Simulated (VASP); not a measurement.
A run of VASP 6.6.1:

INCAR

```
SYSTEM = WS
ALGO     = Normal         ! electronic algorithm
EDIFF    = 1E-6           ! SCF threshold, eV
ENCUT    = 520            ! plane-wave cutoff, eV
GGA      = PE             ! functional
ISIF     = 2              ! what is computed and relaxed
ISMEAR   = -1             ! smearing method
LASPH    = .True.         ! aspherical terms in the spheres
LCHARG   = .False.        ! write CHGCAR
LREAL    = .False.        ! projectors in reciprocal space
LWAVE    = .False.        ! write WAVECAR
NBANDS   = 17             ! bands
NELM     = 60             ! most SCF steps
PREC     = Accurate       ! precision mode
SIGMA    = 0.05           ! smearing width, eV
```

Contents of KPOINTS:

```
k-points
0
Gamma
  8 8 8
  0 0 0
```

Contents of POSCAR:

```
WS
1.0
    3.5124116815      0.0000000000      0.0000000000
    0.0000000000      3.5124116815      0.0000000000
    0.0000000000      0.0000000000      3.5124116815
W S
1 1
Direct
    0.5000000000      0.5000000000      0.5000000000
    0.0000000000      0.0000000000      0.0000000000
```

Potentials or basis: VASP PAW PBE potentials, release 64 (W_sv, S).

Command:

```sh
$ cat potpaw_PBE.64/W_sv/POTCAR potpaw_PBE.64/S/POTCAR > POTCAR
$ mpirun -np 1 vasp_std > vasp.out
```

Hardware: 1 thread of Intel(R) Xeon(R) 6975P-C (Granite Rapids), on a shared host.

How long does it take, and how much memory?

Wall time 9.4 s on 1 thread of Intel(R) Xeon(R) 6975P-C (Granite Rapids), with other jobs on the host, peak memory 0.16 GiB. Counts: scf iterations 13, k points 35.
